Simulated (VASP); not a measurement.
# Si (a cell with a defect) in VASP: relaxation of the atoms with PBE+D3(BJ)

Aim: the relaxation of the atoms of Si (a cell with a defect) with PBE+D3(BJ).

Everything below comes from runs of VASP 6.6.1. Logs are shortened: lines on timing, memory, paths and dates and some standing lists are left out, and cuts for length are marked.

### Step 1. The cell of the first run

The cell holds a defect, 17 atoms: a = 7.679 Å, b = 7.679 Å, c = 7.679 Å, α = 60.00°, β = 60.00°, γ = 60.00°.

### Step 2. Relaxation of the atoms, PBE+D3(BJ)

File INCAR:

```
  PREC = Accurate
  ENCUT = 520
  EDIFF = 1E-6
  ISMEAR = -1
  SIGMA = 0.05
  LREAL = Auto
  LASPH = True
  NELM = 100
  ALGO = Normal
  ISIF = 2
  LWAVE = False
  LCHARG = False
  GGA = PE
  IVDW = 12
  IBRION = 2
  NSW = 45
  EDIFFG = -0.08
```

File KPOINTS:

```
Automatic mesh
0
Gamma
  2 2 2
```

File POSCAR:

```
Si
1.0
    0.0000000000      5.4300000000      5.4300000000
    5.4300000000      0.0000000000      5.4300000000
    5.4300000000      5.4300000000      0.0000000000
Si
17
Direct
    0.0000000000      0.0000000000      0.0000000000
    0.1250000000      0.1250000000      0.1250000000
    0.0000000000      0.0000000000      0.5000000000
    0.1250000000      0.1250000000      0.6250000000
    0.0000000000      0.5000000000      0.0000000000
    0.1250000000      0.6250000000      0.1250000000
    0.0000000000      0.5000000000      0.5000000000
    0.1250000000      0.6250000000      0.6250000000
    0.5000000000      0.0000000000      0.0000000000
    0.6250000000      0.1250000000      0.1250000000
    0.5000000000      0.0000000000      0.5000000000
    0.6250000000      0.1250000000      0.6250000000
    0.5000000000      0.5000000000      0.0000000000
    0.6250000000      0.6250000000      0.1250000000
    0.5000000000      0.5000000000      0.5000000000
    0.6250000000      0.6250000000      0.6250000000
    0.0668332000      0.3138280000      0.8154590000
```

Potentials or basis: VASP PAW PBE potentials, release 64 (Si).

Launch:

```sh
$ cat potpaw_PBE.64/Si/POTCAR > POTCAR
$ mpirun -np 1 vasp_std > vasp.out
```

OUTCAR:

```text
PREC = Accurate
   ENCUT = 520
   EDIFF = 1E-6
   ISMEAR = -1
   LREAL = Auto
   LASPH = True
   NELM = 100
   ISIF = 2
   GGA = PE
   IVDW = 12
   IBRION = 2
   NSW = 45
   EDIFFG = -0.08
 IVDW          = 12

 ion  position               nearest neighbor table
   1  0.000  0.000  0.000-  17 2.27   4 2.35   6 2.35  10 2.35   2 2.35
   2  0.125  0.125  0.125-  17 2.22   3 2.35   5 2.35   9 2.35   1 2.35
   3  0.000  0.000  0.500-   2 2.35   4 2.35   8 2.35  12 2.35
   4  0.125  0.125  0.625-  17 2.29   3 2.35   7 2.35  11 2.35   1 2.35
   5  0.000  0.500  0.000-  17 2.21   6 2.35   8 2.35  14 2.35   2 2.35
   6  0.125  0.625  0.125-   1 2.35   5 2.35   7 2.35  13 2.35
   7  0.000  0.500  0.500-  17 2.29   6 2.35   8 2.35  16 2.35   4 2.35
   8  0.125  0.625  0.625-  17 2.23   5 2.35   7 2.35  15 2.35   3 2.35
   9  0.500  0.000  0.000-   2 2.35  10 2.35  12 2.35  14 2.35
  10  0.625  0.125  0.125-   1 2.35   9 2.35  11 2.35  13 2.35
  11  0.500  0.000  0.500-   4 2.35  10 2.35  12 2.35  16 2.35
  12  0.625  0.125  0.625-   3 2.35   9 2.35  11 2.35  15 2.35
  13  0.500  0.500  0.000-   6 2.35  10 2.35  14 2.35  16 2.35
  14  0.625  0.625  0.125-   5 2.35   9 2.35  13 2.35  15 2.35
  15  0.500  0.500  0.500-   8 2.35  12 2.35  14 2.35  16 2.35
  16  0.625  0.625  0.625-   7 2.35  11 2.35  13 2.35  15 2.35
  17  0.067  0.314  0.815-   5 2.21   2 2.22   8 2.23   1 2.27   7 2.29   4 2.29

  LATTYP: Found a face centered cubic cell.
 ALAT       =    10.8600000000

  Lattice vectors:

 A1 = (   0.0000000000,   5.4300000000,   5.4300000000)
 A2 = (   5.4300000000,   0.0000000000,   5.4300000000)
 A3 = (   5.4300000000,   5.4300000000,   0.0000000000)

Analysis of symmetry for initial positions (statically):
=====================================================================
 Subroutine PRICEL returns:
 Original cell was already a primitive cell.

 Routine SETGRP: Setting up the symmetry group for a
 face centered cubic supercell.

 Subroutine GETGRP returns: Found  1 space group operations
 (whereof  1 operations were pure point group operations)
 out of a pool of 48 trial point group operations.

The static configuration has the point symmetry C_1 .

Analysis of symmetry for dynamics (positions and initial velocities):
=====================================================================
 Subroutine PRICEL returns:
 Original cell was already a primitive cell.

 Routine SETGRP: Setting up the symmetry group for a
 face centered cubic supercell.

 Subroutine GETGRP returns: Found  1 space group operations
 (whereof  1 operations were pure point group operations)
 out of a pool of 48 trial point group operations.

The dynamic configuration has the point symmetry C_1 .

[... 102 lines left out ...]
   PREC   = accura    normal or accurate (medium, high low for compatibility)
   ISTART =      0    job   : 0-new  1-cont  2-samecut
   ICHARG =      2    charge: 1-file 2-atom 10-const
   ISPIN  =      1    spin polarized calculation?
   LNONCOLLINEAR =      F non collinear calculations
   LSORBIT =      F    spin-orbit coupling
   LASPH  =      T    aspherical Exc in radial PAW
   ENCUT  =  520.0 eV  38.22 Ry    6.18 a.u.  14.28 14.28 14.28*2*pi/ulx,y,z
   NELM   =    100;   NELMIN=  2; NELMDL= -5     # of ELM steps
   EDIFF  = 0.1E-05   stopping-criterion for ELM
   LREAL  =      T    real-space projection
   EDIFFG = -.8E-01   stopping-criterion for IOM
   NSW    =     45    number of steps for IOM
   IBRION =      2    ionic relax: 0-MD 1-quasi-New 2-CG
   NFREE  =      1    steps in history (QN), initial steepest desc. (CG)
   ISIF   =      2    stress and relaxation
   ISYM   =      2    0-nonsym 1-usesym 2-fastsym
   POTIM  = 0.5000    time-step for ionic-motion
   TEBEG  =    0.0;   TEEND  =   0.0 temperature during run
   PSTRESS=    0.0 pullay stress
   NELECT =      68.0000    total number of electrons
   NUPDOWN=      -1.0000    fix difference up-down
   EMIN   =  10.00;   EMAX   =-10.00  energy-range for DOS
   EFERMI =   0.00;   METHOD = LEGACY
   ISMEAR =    -1;   SIGMA  =   0.05  broadening in eV -4-tet -1-fermi 0-gaus
   EFERMI_NEDOS =   21; number of points for ismear=-14 and -15
   IALGO  =     38    algorithm
   IMIX   =      4    mixing-type and parameters
     AMIX     =   0.40;   BMIX     =  1.00
     AMIX_MAG =   1.60;   BMIX_MAG =  1.00
  volume/ion in A,a.u.               =      18.84       127.11
  Fermi-wavevector in a.u.,A,eV,Ry     =   0.976715  1.845724 12.979587  0.953973
  Thomas-Fermi vector in A             =   2.107356
   LORBIT       =      0    0 simple, 1 ext, 2 COOP (PROOUT), +10 PAW based schemes
   GGA     = PE    functional components
   LHFCALC =     F    Hartree Fock is set to
   AEXX    =    0.0000 exact exchange contribution
   IVDW    =    12    specifies the selected vdW correction
   LEPSILON=     F    determine dielectric tensor
   LRPA    =     F    only Hartree local field effects (RPA)
 conjugate gradient relaxation of ions
 non-spin polarized calculation
  energy-cutoff  :      520.00
  volume of cell :      320.21
 maximum number of plane-waves:      8646
 NGX is ok and might be reduce to    60
   NGX = 29   NGY = 29   NGZ = 29

--------------------------------------- Ionic step        1  -------------------------------------------

 number of electron      68.0000003 magnetization

 Free energy of the ion-electron system (eV)
  ---------------------------------------------------
  ext. energy  EPLUGINS =         0.00000000
  ---------------------------------------------------
  free energy    TOTEN  =       -86.72749279 eV

  energy without entropy =      -86.69408506  energy(sigma->0) =      -86.71078893

------------------------ aborting loop because EDIFF is reached ----------------------------------------

 Edisp (eV)   -5.65519

 E8    (eV) :    -2.3411
[... 150 lines left out ...]
  FREE ENERGIE OF THE ION-ELECTRON SYSTEM (eV)
  ---------------------------------------------------
  free  energy   TOTEN  =       -93.0780743710 eV

  energy  without entropy=      -93.0517932742  energy(sigma->0) =      -93.06493382

[... ionic steps 4 to 12 ...]

--------------------------------------- Ionic step       13  -------------------------------------------

 number of electron      68.0000000 magnetization

------------------------ aborting loop because EDIFF is reached ----------------------------------------
[... 105 lines left out ...]
--------------------------------------- Ionic step       15  -------------------------------------------

 number of electron      68.0000001 magnetization

 Free energy of the ion-electron system (eV)
  ---------------------------------------------------
  ext. energy  EPLUGINS =         0.00000000
  ---------------------------------------------------
  free energy    TOTEN  =       -87.69724703 eV

  energy without entropy =      -87.66904062  energy(sigma->0) =      -87.68314383

 E-fermi :   6.7086     XC(G=0):  -9.6904

 val. band max:        6.4817926236   @ k =   0.0000   0.5000   0.5000
 cond. band min:       6.7337297987   @ k =   0.5000   0.0000   0.0000
 fundamental gap:      0.2519371751
 Fermi energy:         6.7086244413

 k-point     1 :       0.0000    0.0000    0.0000
  band No.  band energies     occupation
      1      -6.2259      2.00000
      2      -3.8975      2.00000
      3      -3.6389      2.00000
      4      -3.6361      2.00000
      5      -3.3956      2.00000
      6      -2.5448      2.00000
[... 405 lines left out ...]
  FREE ENERGIE OF THE ION-ELECTRON SYSTEM (eV)
  ---------------------------------------------------
  free  energy   TOTEN  =       -93.3462390719 eV

  energy  without entropy=      -93.3180326585  energy(sigma->0) =      -93.33213587

 reached required accuracy - stopping structural energy minimisation
```

OSZICAR:

```text
N       E                     dE             d eps       ncg     rms          rms(c)
DAV:   1     0.191073750991E+03    0.19107E+03   -0.26836E+04   688   0.132E+03
DAV:   2    -0.705779103319E+02   -0.26165E+03   -0.25209E+03   819   0.190E+02
DAV:   3    -0.883353317139E+02   -0.17757E+02   -0.17392E+02   872   0.431E+01
[... 124 lines left out ...]
DAV:   1    -0.876971444095E+02   -0.19223E-02   -0.21273E-02   715   0.542E-01    0.750E-02
DAV:   2    -0.876972643899E+02   -0.11998E-03   -0.14498E-03   856   0.154E-01    0.245E-02
DAV:   3    -0.876972499971E+02    0.14393E-04   -0.48897E-05   805   0.307E-02    0.140E-02
DAV:   4    -0.876972468950E+02    0.31021E-05   -0.20833E-05   805   0.162E-02    0.539E-03
DAV:   5    -0.876972470330E+02   -0.13808E-06   -0.25362E-06   511   0.636E-03
  15 F= -.93346239E+02 E0= -.93332136E+02  d E =-.193245E-02
```

Run time: 16 min. Hardware: 1 thread of Intel Xeon Platinum 8488C (Sapphire Rapids), shared host; peak memory 0.54 GiB.

What came out:

- Free energy: -93.3462 eV
- Energy gained by relaxing: 56.7 meV/atom
- Ionic steps: 15
- Pressure after relaxing: 1.9 GPa
- Largest force after relaxing: 0.062 eV/Å
- Band gap on the k mesh: 0.01 eV
- Dispersion energy per atom: -0.332 eV

Forces in eV/Å, atoms in the order of the input:
```
Si  -0.006 -0.023 -0.007
Si  -0.023  0.019 -0.014
Si   0.032 -0.008 -0.014
Si   0.017 -0.008 -0.006
Si   0.043 -0.012 -0.004
Si  -0.017  0.043  0.042
Si  -0.004 -0.003 -0.017
Si  -0.024 -0.016  0.012
Si  -0.013  0.011  0.020
Si   0.027 -0.017 -0.018
Si   0.011  0.030  0.029
Si  -0.029 -0.018 -0.012
Si  -0.042  0.003  0.009
Si   0.040 -0.024 -0.025
Si  -0.011  0.021  0.007
Si   0.029 -0.016 -0.021
Si  -0.029  0.018  0.020
```

Step by step:
```csv
step,energy change (eV),largest force (eV/Å),pressure (GPa)
1,0.0000,2.6178,4.68
2,-0.6949,0.7146,3.35
3,-0.6954,0.7069,3.36
4,-0.7715,0.4128,3.19
5,-0.7750,0.4105,3.16
6,-0.8060,0.2590,3.08
7,-0.8124,0.2590,3.03
8,-0.8423,0.2205,2.96
9,-0.8993,0.3486,2.73
10,-0.8757,0.7546,2.16
11,-0.9112,0.5161,2.53
12,-0.9287,0.4374,2.42
13,-0.9588,0.2028,2.09
14,-0.9616,0.1151,1.95
15,-0.9636,0.0624,1.93
```

Final structure:
```xyz
17
Lattice="0.0000 5.4300 5.4300 5.4300 0.0000 5.4300 5.4300 5.4300 0.0000" Properties=species:S:1:pos:R:3 pbc="T T T"
Si    5.3529    0.0874    5.3364
Si    1.4476    1.4677    1.2773
Si    2.9064    7.9559    5.2410
Si    3.9609    3.9912    1.2748
Si    2.8064    0.0855    2.7989
Si    3.8963    1.5353    4.2495
Si    5.3527    2.6215    2.8011
Si    6.8780    3.9934    4.1833
Si    5.4889    2.7389    8.0873
Si    1.3002    4.1313    4.0643
Si    8.1226    5.3751    8.0899
Si    4.2766    6.5902    3.8742
Si    7.9671    8.3291    5.6133
Si    4.0813    4.1345    6.8492
Si    5.4883    5.3731    5.4537
Si    6.7305    6.7794    6.8458
Si    6.0953    4.7614    2.0468
```

Caveat: the k points lie up to 0.50 Å⁻¹ apart; the smearing spreads over this small gap; the relaxation stopped at a loose force limit of 0.08 eV/Å, so its end isn't a converged minimum.

The gap in the log of VASP goes by the Fermi energy; the results here count the filled bands.